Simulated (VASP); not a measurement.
Runs of VASP 6.6.1 on KBr. The structure is that of space group Fm-3m (No. 225), or close to it. The cells are those of the table. 

```csv
task,level,potentials or basis,cell,cutoff (eV),gap on the mesh (eV),pressure (GPa)
single point,r2SCAN,"VASP PAW PBE potentials, release 64 (K_sv, Br)","a = 4.656 Å, angles 60.0°, 2 atoms",550,5.10,0.2
single point,PBEsol,"VASP PAW PBE potentials, release 64 (K_sv, Br)","a = 4.656 Å, angles 60.0°, 2 atoms",500,4.30,-0.2
electric field gradients,r2SCAN,"VASP PAW PBE potentials, release 64 (K_sv, Br)","a = 4.718 Å, angles 60.0°, 2 atoms",440,4.99,-0.4
single point,r2SCAN,"VASP PAW PBE potentials, release 64 (K_sv, Br)","a = 4.718 Å, angles 60.0°, 2 atoms",550,4.99,-0.4
single point,LDA,"VASP PAW LDA potentials, release 64 (K_sv, Br)","a = 4.718 Å, angles 60.0°, 2 atoms",500,(a),(b)
```

Alike in all rows: no spin polarisation; k mesh 7 × 7 × 7; smearing fermi-dirac 0.01 eV.

Estimate the missing entries.

(a) 3.96; (b) -2.0.

Caveats: the PAW data sets were made with another functional, which shifts forces and pressure a little (at least some runs); an odd mesh through Γ misses points on the zone boundary, where band edges can lie (at least some runs).

A k mesh can miss the band edges, and the runs leave out spin-orbit coupling on Br.
